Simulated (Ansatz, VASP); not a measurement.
Pd: VASP beside Ansatz

```
Pd
1.0
     0.00000    1.91591    1.91591
     1.91591    0.00000    1.91591
     1.91591    1.91591    0.00000
Pd
1
Direct
  0.00000 0.00000 0.00000
```

Alike in both runs: functional PBEsol; dispersion D3(BJ); k mesh 18 × 18 × 18; occupations gaussian, width 0.1 eV; no spin polarisation.

Ansatz relaxed the structure, and its values are those at the end. VASP's run is a single point on that final structure, the one shown.

|  | VASP | Ansatz |
| --- | --- | --- |
| version | VASP 6.6.1 | Ansatz 0.2.0 |
| potentials or method | VASP PAW PBE potentials, release 64 (Pd), cutoff 500 eV | scalar-relativistic, plane waves, PAW |
| valence electrons in the cell | 10 | 18 |

Ansatz gave:

| Property | Result |
| --- | --- |
| gap on the k mesh at the Fermi level (eV) | none |
| pressure (GPa) | 0.0 |

Q: What did VASP give for the same quantities?

A: gap on the k mesh at the Fermi level (eV): none; pressure (GPa): -0.3.

VASP's potentials were made for PBE, not for PBEsol, and Ansatz warns of the same on its side. A gap of «none» marks a metal or a gap that the smearing closes. VASP's potentials hold 10 valence electrons a cell and Ansatz's 18, so a difference there can come from the potentials and not from the codes.
